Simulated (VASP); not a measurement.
Runs of VASP 6.6.1 on Cs. The structure is that of space group P6/mmm (No. 191), or close to it. The cells are those of the table. This isn't the form of Cs at room conditions, which is bcc.

| task | cell | k mesh | cutoff (eV) | gap on the mesh (eV) | pressure (GPa) | relaxed volume (Å³/atom) |
| --- | --- | --- | --- | --- | --- | --- |
| single point | a = 5.367, b = 5.367, c = 5.015 Å, angles 90.0, 90.0, 120.0°, 1 atom | 6 × 6 × 4 | 520 | none | -0.2 | - |
| relaxation of cell and atoms | relaxed from a = 5.193, b = 5.193, c = 4.886 Å, angles 90.0, 90.0, 120.0°, 1 atom | 12 × 12 × 12 | 600 | none | 0.0 | 114.10 |
| single point | a = 5.193, b = 5.193, c = 4.886 Å, angles 90.0, 90.0, 120.0°, 1 atom | 12 × 12 × 12 | 520 | none | 0.0 | - |
| relaxation of cell and atoms | relaxed from a = 5.367, b = 5.367, c = 5.015 Å, angles 90.0, 90.0, 120.0°, 1 atom | 12 × 12 × 12 | 600 | none | 0.0 | (a) |

Alike in all rows: level PBEsol; potentials or basis VASP PAW PBE potentials, release 64 (Cs_sv); no spin polarisation; smearing gaussian 0.1 eV.

Estimate the missing entries.

(a) 113.84.

Caveats: the PAW data sets were made with another functional, which shifts forces and pressure a little; spin-orbit coupling is left out, which moves the levels of the heavy elements.

A k mesh can miss the band edges, and the runs leave out spin-orbit coupling on Cs.

A gap of «none» marks levels without a gap at the run's occupations.
